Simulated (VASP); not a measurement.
Wanted: the native input for a VASP 6.6.1 run.

```
Task                               : single point
Functional                         : r2SCAN50
Potentials or basis                : VASP PAW PBE potentials, release 64 (Fe)
Cutoff                             : 520 eV
k mesh                             : 7 × 7 × 7
Occupations                        : fermi-dirac, width 0.05 eV
Spin                               : collinear spin, ferromagnetic start
Starting moments                   : [3.0] μB
Dipole correction                  : no
Grid for exact exchange (PRECFOCK) : Normal
Further INCAR settings             : ALGO = Normal; EDIFF = 1e-06; NBANDS = 14
Share of exact exchange            : 0.5
```

Crystal: Fe.

```
Fe
1.0
    -1.42350    1.42350    1.42350
     1.42350   -1.42350    1.42350
     1.42350    1.42350   -1.42350
Fe
1
Cartesian
  0.0000 0.0000 0.0000
```

One way to write it, as run:

POSCAR

```
Fe
1.0
   -1.4234976093      1.4234976093      1.4234976093
    1.4234976093     -1.4234976093      1.4234976093
    1.4234976093      1.4234976093     -1.4234976093
Fe
1
Direct
    0.0000000000      0.0000000000      0.0000000000
```

INCAR.step1

```
SYSTEM = Fe
PREC = Accurate ; ENCUT = 520
EDIFF = 1E-5 ; ISMEAR = -1
SIGMA = 0.05 ; LREAL = .False.
LASPH = .True. ; NELM = 150
ALGO = Normal ; ISIF = 2
LWAVE = .True. ; LCHARG = .False.
ISPIN = 2 ; MAGMOM = 3
LORBIT = 11 ; LMAXMIX = 4
GGA = PE ; NBANDS = 14
```

INCAR.step2

```
SYSTEM = Fe
PREC = Accurate ; ENCUT = 520
EDIFF = 1E-6 ; ISMEAR = -1
SIGMA = 0.05 ; LREAL = .False.
LASPH = .True. ; NELM = 150
ALGO = Normal ; ISIF = 2
LWAVE = .False. ; LCHARG = .False.
ISPIN = 2 ; MAGMOM = 3
LORBIT = 11 ; LMAXMIX = 4
METAGGA = R2SCAN ; LHFCALC = .True.
AEXX = 0.5 ; LMIXTAU = .True.
PRECFOCK = Normal ; ISTART = 1
NBANDS = 14
```

KPOINTS

```
Automatic mesh
0
Gamma
  7 7 7
  0 0 0
```

Potentials or basis: VASP PAW PBE potentials, release 64 (Fe).

Run with:

```console
$ cat potpaw_PBE.64/Fe/POTCAR > POTCAR
$ cp INCAR.step1 INCAR
$ mpirun -np 1 vasp_std > vasp.out
$ cp INCAR.step2 INCAR
$ mpirun -np 1 vasp_std > vasp.out
```

It gave:

The pressure is 17.6 GPa. The net moment is 2.89 μB per cell, the site moments are Fe +2.98 μB and the valence electrons inside the program's atomic spheres are Fe 7.30.

Caveat: the k points lie up to 0.45 Å⁻¹ apart; the PAW data sets were made with another functional, which shifts forces and pressure a little.

Run time: 48 min on 1 thread of Oxide Virtual Turin-like Processor, on a shared host, peak memory 0.1 GiB.
